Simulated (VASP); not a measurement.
# Ag (Pm-3m) in VASP: further runs

The runs below take Ag through single point, with RPBE.

Everything below comes from runs of VASP 6.6.1. Logs are shortened: lines on timing, memory, paths and dates and some standing lists are left out, and cuts for length are marked.

### 1 The cell of the first run

The structure is cubic, space group Pm-3m (No. 221). The conventional cell has a = 2.683 Å, b = 2.683 Å, c = 2.683 Å, α = 90.00°, β = 90.00°, γ = 90.00°. Ag (site symmetry m-3m) has 6 Ag at 2.68 Å within 3.5 Å.

### 2 Single point, RPBE (volume scaled by 0.88)

Contents of INCAR:

```
SYSTEM = Ag
ALGO = Normal ; EDIFF = 1E-6
ENCUT = 520 ; GGA = RP
ISIF = 2 ; ISMEAR = -1
LASPH = .TRUE. ; LCHARG = .FALSE.
LREAL = .FALSE. ; LWAVE = .FALSE.
NBANDS = 12 ; NELM = 60
PREC = Accurate ; SIGMA = 0.1
```

Contents of KPOINTS:

```
k-points
0
G
  13 13 13
  0 0 0
```

Contents of POSCAR:

```
Ag
1.0
    2.6834837157      0.0000000000      0.0000000000
    0.0000000000      2.6834837157      0.0000000000
    0.0000000000      0.0000000000      2.6834837157
Ag
1
Direct
    0.0000000000      0.0000000000      0.0000000000
```

Potentials or basis: VASP PAW PBE potentials, release 64 (Ag).

Launch:

```bash
$ cat potpaw_PBE.64/Ag/POTCAR > POTCAR
$ mpirun -np 1 vasp_std > vasp.out
```

OUTCAR:

```text
SYSTEM = Ag
   EDIFF = 1E-6
   ENCUT = 520
   GGA = RP
   ISIF = 2
   ISMEAR = -1
   LASPH = .TRUE.
   LREAL = .FALSE.
   NELM = 60
   PREC = Accurate

 ion  position               nearest neighbor table
   1  0.000  0.000  0.000-

  LATTYP: Found a simple cubic cell.
 ALAT       =     2.6834837157

  Lattice vectors:

 A1 = (   2.6834837157,   0.0000000000,   0.0000000000)
 A2 = (   0.0000000000,   2.6834837157,   0.0000000000)
 A3 = (   0.0000000000,   0.0000000000,   2.6834837157)

Analysis of symmetry for initial positions (statically):
=====================================================================
 Subroutine PRICEL returns:
 Original cell was already a primitive cell.

 Routine SETGRP: Setting up the symmetry group for a
 simple cubic supercell.

 Subroutine GETGRP returns: Found 48 space group operations
 (whereof 48 operations were pure point group operations)
 out of a pool of 48 trial point group operations.

The static configuration has the point symmetry O_h .

Analysis of symmetry for dynamics (positions and initial velocities):
=====================================================================
 Subroutine PRICEL returns:
 Original cell was already a primitive cell.

 Routine SETGRP: Setting up the symmetry group for a
 simple cubic supercell.

 Subroutine GETGRP returns: Found 48 space group operations
 (whereof 48 operations were pure point group operations)
 out of a pool of 48 trial point group operations.

The dynamic configuration has the point symmetry O_h .

 Subroutine INISYM returns: Found 48 space group operations
 (whereof 48 operations are pure point group operations),
 and found     1 'primitive' translations

----------------------------------------------------------------------------------------

                                     Primitive cell

  volume of cell :      19.3240

  direct lattice vectors                    reciprocal lattice vectors
     2.683483716  0.000000000  0.000000000     0.372649923  0.000000000  0.000000000
     0.000000000  2.683483716  0.000000000     0.000000000  0.372649923  0.000000000
     0.000000000  0.000000000  2.683483716     0.000000000  0.000000000  0.372649923

  length of vectors
     2.683483716  2.683483716  2.683483716     0.372649923  0.372649923  0.372649923

  position of ions in fractional coordinates (direct lattice)
     0.000000000  0.000000000  0.000000000

  ion indices of the primitive-cell ions
   primitive index   ion index
                 1           1

----------------------------------------------------------------------------------------

 KPOINTS: k-points

Automatic generation of k-mesh.
 Grid dimensions read from file:
 generate k-points for:   13   13   13

 Generating k-lattice:

  Cartesian coordinates                     Fractional coordinates (reciprocal lattice)
     0.028665379  0.000000000  0.000000000     0.076923077  0.000000000  0.000000000
     0.000000000  0.028665379  0.000000000     0.000000000  0.076923077  0.000000000
     0.000000000  0.000000000  0.028665379     0.000000000  0.000000000  0.076923077

  Length of vectors
     0.028665379  0.028665379  0.028665379

  Shift w.r.t. Gamma in fractional coordinates (k-lattice)
     0.000000000  0.000000000  0.000000000

 Subroutine IBZKPT returns following result:
 ===========================================

 Found     84 irreducible k-points:

 Following reciprocal coordinates:
            Coordinates               Weight
  0.000000  0.000000  0.000000      1.000000
  0.076923  0.000000  0.000000      6.000000
  0.153846  0.000000  0.000000      6.000000
  0.230769  0.000000  0.000000      6.000000
  0.307692  0.000000  0.000000      6.000000
  0.384615  0.000000  0.000000      6.000000
[... 16 lines left out ...]
  0.307692  0.307692  0.000000     12.000000
  0.384615  0.307692  0.000000     24.000000
 [... further k-points ...]
   k-points           NKPTS =     84   k-points in BZ     NKDIM =     84   number of bands    NBANDS=     12
   number of dos      NEDOS =    301   number of ions     NIONS =      1
   total plane-waves  NPLWV =   8000
   dimension x,y,z NGX =    20 NGY =   20 NGZ =   20
   dimension x,y,z NGXF=    40 NGYF=   40 NGZF=   40
   ions per type =               1
   NGX,Y,Z   is equivalent  to a cutoff of  12.39, 12.39, 12.39 a.u.
   NGXF,Y,Z  is equivalent  to a cutoff of  24.78, 24.78, 24.78 a.u.
 SYSTEM =  Ag
   PREC   = accura    normal or accurate (medium, high low for compatibility)
   ISTART =      0    job   : 0-new  1-cont  2-samecut
   ICHARG =      2    charge: 1-file 2-atom 10-const
   ISPIN  =      1    spin polarized calculation?
   LNONCOLLINEAR =      F non collinear calculations
   LSORBIT =      F    spin-orbit coupling
   LASPH  =      T    aspherical Exc in radial PAW
   ENCUT  =  520.0 eV  38.22 Ry    6.18 a.u.   4.99  4.99  4.99*2*pi/ulx,y,z
   NELM   =     60;   NELMIN=  2; NELMDL= -5     # of ELM steps
   EDIFF  = 0.1E-05   stopping-criterion for ELM
   LREAL  =      F    real-space projection
   EDIFFG = 0.1E-04   stopping-criterion for IOM
   NSW    =      0    number of steps for IOM
   IBRION =     -1    ionic relax: 0-MD 1-quasi-New 2-CG
   NFREE  =      0    steps in history (QN), initial steepest desc. (CG)
   ISIF   =      2    stress and relaxation
   ISYM   =      2    0-nonsym 1-usesym 2-fastsym
   POTIM  = 0.5000    time-step for ionic-motion
   TEBEG  =    0.0;   TEEND  =   0.0 temperature during run
   PSTRESS=    0.0 pullay stress
   NELECT =      11.0000    total number of electrons
   NUPDOWN=      -1.0000    fix difference up-down
   EMIN   =  10.00;   EMAX   =-10.00  energy-range for DOS
   EFERMI =   0.00;   METHOD = LEGACY
   ISMEAR =    -1;   SIGMA  =   0.10  broadening in eV -4-tet -1-fermi 0-gaus
   EFERMI_NEDOS =   21; number of points for ismear=-14 and -15
   IALGO  =     38    algorithm
   IMIX   =      4    mixing-type and parameters
     AMIX     =   0.40;   BMIX     =  1.00
     AMIX_MAG =   1.60;   BMIX_MAG =  1.00
  volume/ion in A,a.u.               =      19.32       130.40
  Fermi-wavevector in a.u.,A,eV,Ry     =   1.356772  2.563927 25.046003  1.840829
  Thomas-Fermi vector in A             =   2.483747
   LORBIT       =      0    0 simple, 1 ext, 2 COOP (PROOUT), +10 PAW based schemes
   GGA     = RP    functional components
   LHFCALC =     F    Hartree Fock is set to
   AEXX    =    0.0000 exact exchange contribution
   IVDW    =     0    specifies the selected vdW correction
   LEPSILON=     F    determine dielectric tensor
   LRPA    =     F    only Hartree local field effects (RPA)
 non-spin polarized calculation
  energy-cutoff  :      520.00
  volume of cell :       19.32
 maximum number of plane-waves:       535
 NGX is ok and might be reduce to    20
   NGX =  9   NGY =  9   NGZ =  9

 number of electron      10.9999989 magnetization

 Free energy of the ion-electron system (eV)
  ---------------------------------------------------
  ext. energy  EPLUGINS =         0.00000000
  ---------------------------------------------------
  free energy    TOTEN  =        -1.83792331 eV

  energy without entropy =       -1.82762449  energy(sigma->0) =       -1.83277390

 E-fermi :   6.9216     XC(G=0): -11.2443

 val. band max:        6.8486206051   @ k =   0.4615   0.1538   0.0000
 cond. band min:       6.9698285823   @ k =   0.3846   0.3077   0.0769
 fundamental gap:      0.1212079772
 Fermi energy:         6.9215647345

 k-point     1 :       0.0000    0.0000    0.0000
  band No.  band energies     occupation
      1       0.1382      2.00000
      2       0.8260      2.00000
      3       0.8260      2.00000
      4       4.0817      2.00000
      5       4.0817      2.00000
      6       4.0817      2.00000
      7      21.4033      0.00000
      8      21.4033      0.00000
      9      21.4033      0.00000
     10      26.7546      0.00000
     11      26.7546      0.00000
     12      27.1935      0.00000

 k-point     2 :       0.0769    0.0000    0.0000
  band No.  band energies     occupation
      1       0.2733      2.00000
      2       0.8442      2.00000
      3       0.9250      2.00000
      4       4.0140      2.00000
      5       4.0140      2.00000
      6       4.0872      2.00000
      7      20.1117      0.00000
      8      21.6168      0.00000
      9      21.6168      0.00000
     10      26.5955      0.00000
     11      26.9698      0.00000
     12      28.4566      0.00000

 k-point     3 :       0.1538    0.0000    0.0000
  band No.  band energies     occupation
      1       0.5845      2.00000
      2       0.8952      2.00000
      3       1.2995      2.00000
      4       3.8314      2.00000
      5       3.8314      2.00000
      6       4.1026      2.00000
      7      17.7682      0.00000
      8      22.2320      0.00000
      9      22.2320      0.00000
     10      26.1612      0.00000
     11      26.9765      0.00000
     12      31.3232      0.00000

 k-point     4 :       0.2308    0.0000    0.0000
  band No.  band energies     occupation
      1       0.8892      2.00000
      2       0.9682      2.00000
      3       2.0816      2.00000
      4       3.5850      2.00000
      5       3.5850      2.00000
      6       4.1244      2.00000
      7      15.3402      0.00000
      8      23.1811      0.00000
      9      23.1811      0.00000
     10      25.5675      0.00000
     11      26.9113      0.00000
     12      34.3015      0.00000

 k-point     5 :       0.3077    0.0000    0.0000
  band No.  band energies     occupation
      1       1.0470      2.00000
      2       1.1521      2.00000
      3       3.2210      2.00000
      4       3.3360      2.00000
      5       3.3360      2.00000
      6       4.1476      2.00000
      7      13.0230      0.00000
      8      24.3679      0.00000
      9      24.3679      0.00000
     10      24.9634      0.00000
     11      26.7471      0.00000
     12      33.6222      0.00000
[... 228 lines left out ...]
      1       1.3775      2.00000
      2       1.8761      2.00000
      3       2.6818      2.00000
      4       3.2165      2.00000
      5       3.7132      2.00000
      6       5.9809      1.99984
      7      11.8640      0.00000
      8      18.9402      0.00000
      9      23.4361      0.00000
     10      26.5804      0.00000
     11      27.5400      0.00000
     12      31.5933      0.00000

 k-point    22 :       0.4615    0.2308    0.0000
  band No.  band energies     occupation
      1       1.4319      2.00000
      2       1.7963      2.00000
      3       2.7680      2.00000
      4       3.1125      2.00000
      5       3.7284      2.00000
      6       7.6206      0.00184
      7       9.8377      0.00000
      8      20.2609      0.00000
      9      21.7899      0.00000
     10      26.3387      0.00000
     11      28.9091      0.00000
     12      31.0166      0.00000

 k-point    23 :       0.3077    0.3077    0.0000
  band No.  band energies     occupation
      1       1.3895      2.00000
      2       1.7237      2.00000
      3       3.0398      2.00000
      4       3.4168      2.00000
      5       3.4799      2.00000
      6       5.4807      2.00000
      7      13.9695      0.00000
      8      16.5023      0.00000
      9      23.3525      0.00000
     10      27.0893      0.00000
     11      27.3632      0.00000
     12      31.0113      0.00000

 k-point    24 :       0.3846    0.3077    0.0000
  band No.  band energies     occupation
      1       1.4579      2.00000
      2       1.5074      2.00000
      3       3.2588      2.00000
      4       3.4278      2.00000
      5       3.4835      2.00000
      6       6.7882      1.58285
      7      12.3495      0.00000
      8      17.0141      0.00000
      9      21.5113      0.00000
     10      27.1672      0.00000
     11      28.6703      0.00000
     12      30.4452      0.00000

 [... further k-points ...]

------------------------ aborting loop because EDIFF is reached ----------------------------------------

  FORCE on cell =-STRESS in cart. coord.  units (eV):
  Direction    XX          YY          ZZ          XY          YZ          ZX
  --------------------------------------------------------------------------------------
  -------------------------------------------------------------------------------------
  Total        1.1509661      1.1509661      1.1509661     -0.0000000      0.0000000      0.0000000
  in kB       95.4280911     95.4280911     95.4280911     -0.0000000      0.0000000      0.0000000
  external PRESSURE =      95.4280911 kB  Pullay stress =       0.0000000 kB

 VOLUME and BASIS-vectors are now :
 -----------------------------------------------------------------------------
  energy-cutoff  :      520.00
  volume of cell :       19.32
      direct lattice vectors                 reciprocal lattice vectors
     2.683483716  0.000000000  0.000000000     0.372649923  0.000000000  0.000000000
     0.000000000  2.683483716  0.000000000     0.000000000  0.372649923  0.000000000
     0.000000000  0.000000000  2.683483716     0.000000000  0.000000000  0.372649923

 POSITION                                       TOTAL-FORCE (eV/Angst)
 -----------------------------------------------------------------------------------
      0.00000      0.00000      0.00000         0.000000      0.000000      0.000000
 -----------------------------------------------------------------------------------
    total drift:                                0.000000      0.000000      0.000000

  FREE ENERGIE OF THE ION-ELECTRON SYSTEM (eV)
  ---------------------------------------------------
  free  energy   TOTEN  =        -1.8379233062 eV

  energy  without entropy=       -1.8276244948  energy(sigma->0) =       -1.83277390
```

It took 15 s on 1 thread of Intel Xeon 8259CL, shared host; peak memory 0.13 GiB.

What came out:

```yaml
Free_energy: -1.8379 eV
Pressure: 9.5 GPa
```

Caveat: the cell differs from its parent crystal (volume scaled by 0.88); the PAW data sets were made with another functional, which shifts forces and pressure a little.

### 3 Single point, RPBE (volume scaled by 0.92)

Contents of INCAR:

```
PREC = Accurate
ENCUT = 520
EDIFF = 1E-6
ISMEAR = -1
SIGMA = 0.1
LREAL = False
LASPH = True
NELM = 100
ALGO = Normal
ISIF = 2
LWAVE = False
LCHARG = True
GGA = RP
LELF = True
LVHAR = True
NBANDS = 12
```

Contents of KPOINTS:

```
regular mesh
0
Gamma
  13 13 13
```

Contents of POSCAR:

```
Ag
1.0
    2.7235416171      0.0000000000      0.0000000000
    0.0000000000      2.7235416171      0.0000000000
    0.0000000000      0.0000000000      2.7235416171
Ag
1
Direct
    0.0000000000      0.0000000000      0.0000000000
```

Potentials or basis: VASP PAW PBE potentials, release 64 (Ag).

Launch:

```bash
$ cat potpaw_PBE.64/Ag/POTCAR > POTCAR
$ mpirun -np 1 vasp_std > vasp.out
```

Wall time 16 s (1 thread of Intel Xeon 8259CL, shared host); peak memory 0.13 GiB.

Results (log left out):

| Quantity | Value |
| --- | --- |
| Free energy | -1.8788 eV |
| Pressure | 5.4 GPa |

Levels at points of the mesh, in eV from the Fermi level:
```tsv
k point	band 4	band 5	band 6	band 7	band 8	band 9
(0.00, 0.00, 0.00)	-2.86	-2.86	-2.86	14.14	14.14	14.14
```

Caveat: the cell differs from its parent crystal (volume scaled by 0.92); the PAW data sets were made with another functional, which shifts forces and pressure a little.

### 4 Single point, RPBE (volume scaled by 0.96)

Contents of INCAR:

```
PREC = Accurate
ENCUT = 520
EDIFF = 1E-6
ISMEAR = -1
SIGMA = 0.1
LREAL = F
LASPH = T
NELM = 100
ALGO = Normal
ISIF = 2
LWAVE = F
LCHARG = F
GGA = RP
NBANDS = 12
```

Contents of KPOINTS:

```
Automatic mesh
0
Gamma
  13 13 13
```

Contents of POSCAR:

```
Ag
1.0
    2.7624546119      0.0000000000      0.0000000000
    0.0000000000      2.7624546119      0.0000000000
    0.0000000000      0.0000000000      2.7624546119
Ag
1
Direct
    0.0000000000      0.0000000000      0.0000000000
```

Launch:

```bash
$ cat potpaw_PBE.64/Ag/POTCAR > POTCAR
$ mpirun -np 1 vasp_std > vasp.out
```

Wall time 15 s (1 thread of Intel Xeon 8259CL, shared host); peak memory 0.15 GiB.

The run converged. Its results:

| Property | Result |
| --- | --- |
| Free energy | -1.8998 eV |
| Pressure | 2.3 GPa |

Levels at points of the mesh, in eV from the Fermi level:
| k point | band 2 | band 3 | band 4 | band 5 | band 6 | band 7 | band 8 | band 9 | band 10 | band 11 |
| --- | --- | --- | --- | --- | --- | --- | --- | --- | --- | --- |
| (0.00, 0.00, 0.00) | -5.68 | -5.68 | -2.87 | -2.87 | -2.87 | 13.82 | 13.82 | 13.82 | 18.76 | 18.76 |

Caveat: the cell differs from its parent crystal (volume scaled by 0.96); the PAW data sets were made with another functional, which shifts forces and pressure a little.

### 5 Single point, RPBE

This run uses another cell than the first one, of 21.96 Å³/atom, 1.136 times its volume.

Contents of INCAR:

```
SYSTEM = Ag
ALGO = Normal
EDIFF = 1E-6
ENCUT = 520
GGA = RP
ISIF = 2
ISMEAR = -1
LASPH = .True.
LCHARG = .True.
LELF = .True.
LREAL = .False.
LVHAR = .True.
LWAVE = .False.
NBANDS = 12
NELM = 100
PREC = Accurate
SIGMA = 0.1
```

Contents of KPOINTS:

```
k-points
0
Gamma
  13 13 13
  0 0 0
```

Contents of POSCAR:

```
Ag
1.0
    2.8003011589      0.0000000000      0.0000000000
    0.0000000000      2.8003011589      0.0000000000
    0.0000000000      0.0000000000      2.8003011589
Ag
1
Direct
    0.0000000000      0.0000000000      0.0000000000
```

Launch:

```bash
$ cat potpaw_PBE.64/Ag/POTCAR > POTCAR
$ mpirun -np 1 vasp_std > vasp.out
```

Run time: 22 s. Hardware: 1 thread of Intel Xeon 8259CL, shared host; peak memory 0.15 GiB.

It converged, with:

* Free energy: -1.9057 eV
* Pressure: -0.1 GPa

Levels at points of the mesh, in eV from the Fermi level:
```csv
k point,band 3,band 4,band 5,band 6,band 7,band 8,band 9,band 10
"(0.00, 0.00, 0.00)",-5.51,-2.89,-2.89,-2.89,13.51,13.51,13.51,18.27
```

Caveat: the PAW data sets were made with another functional, which shifts forces and pressure a little.

### 6 Single point, RPBE (volume scaled by 1.04)

Contents of INCAR:

```
PREC = Accurate
ENCUT = 520
EDIFF = 1E-7
ISMEAR = -1
SIGMA = 0.1
LREAL = False
LASPH = True
NELM = 100
ALGO = Normal
ISIF = 2
LWAVE = False
LCHARG = False
GGA = RP
NBANDS = 12
```

Contents of KPOINTS:

```
regular mesh
0
Gamma
  13 13 13
```

Contents of POSCAR:

```
Ag
1.0
    2.8371514526      0.0000000000      0.0000000000
    0.0000000000      2.8371514526      0.0000000000
    0.0000000000      0.0000000000      2.8371514526
Ag
1
Direct
    0.0000000000      0.0000000000      0.0000000000
```

Potentials or basis: VASP PAW PBE potentials, release 64 (Ag).

Launch:

```bash
$ cat potpaw_PBE.64/Ag/POTCAR > POTCAR
$ mpirun -np 1 vasp_std > vasp.out
```

Wall time 19 s (1 thread of Intel Xeon 8259CL, shared host); peak memory 0.15 GiB.

It converged, with:

```yaml
Free_energy: -1.9001 eV
Pressure: -2.0 GPa
```

Levels at points of the mesh, in eV from the Fermi level:
```csv
k point,band 3,band 4,band 5,band 6,band 7,band 8,band 9,band 10
"(0.00, 0.00, 0.00)",-5.35,-2.90,-2.90,-2.90,13.22,13.22,13.22,17.82
```

Caveat: the cell differs from its parent crystal (volume scaled by 1.04); the PAW data sets were made with another functional, which shifts forces and pressure a little.

### 7 The runs side by side

| cell | gap on the mesh (eV) | pressure (GPa) |
| --- | --- | --- |
| a = 2.683 Å, 1 atom | none | 9.5 |
| a = 2.724 Å, 1 atom | none | 5.4 |
| a = 2.762 Å, 1 atom | none | 2.3 |
| a = 2.800 Å, 1 atom | none | -0.1 |
| a = 2.837 Å, 1 atom | none | -2.0 |

Alike in all rows: task single point; level RPBE; potentials or basis VASP PAW PBE potentials, release 64 (Ag); no spin polarisation; k mesh 13 × 13 × 13; cutoff (eV) 520; smearing fermi-dirac 0.1 eV.

Caveats: the PAW data sets were made with another functional, which shifts forces and pressure a little.

Absolute energies hang on the potentials; compare differences alone.
